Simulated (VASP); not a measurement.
Input of a VASP 6.6.1 run:

INCAR

```
  PREC = Accurate
  ENCUT = 520
  EDIFF = 1E-7
  ISMEAR = 0
  SIGMA = 0.1
  LREAL = F
  LASPH = T
  NELM = 100
  ALGO = Normal
  ISIF = 2
  LWAVE = F
  LCHARG = F
  GGA = PE
  IVDW = 12
  NBANDS = 9
```

File KPOINTS:

```
regular mesh
0
Gamma
  18 18 8
```

POSCAR

```
Mg
1.0
    3.1487513689      0.0000000000      0.0000000000
   -1.5743756844      2.7268986757      0.0000000000
    0.0000000000      0.0000000000      5.0545862331
Mg
2
Direct
    0.3333333333      0.6666666667      0.2500000000
    0.6666666667      0.3333333333      0.7500000000
```

Potentials or basis: VASP PAW PBE potentials, release 64 (Mg).

Run with:

```bash
$ cat potpaw_PBE.64/Mg/POTCAR > POTCAR
$ mpirun -np 1 vasp_std > vasp.out
```

**Question.** Estimate the band gap on the k mesh.

**Answer.** Zero (band 2 reaches 3.95 eV, above the bottom of band 3 at 1.80 eV).

**Question.** What does it give for the dispersion energy per atom?

**Answer.** -0.300 eV.

**Question.** What does it give for the pressure?

**Answer.** -0.1 GPa.

Caveat: pairwise dispersion overbinds metals, which lowers pressure and volume.
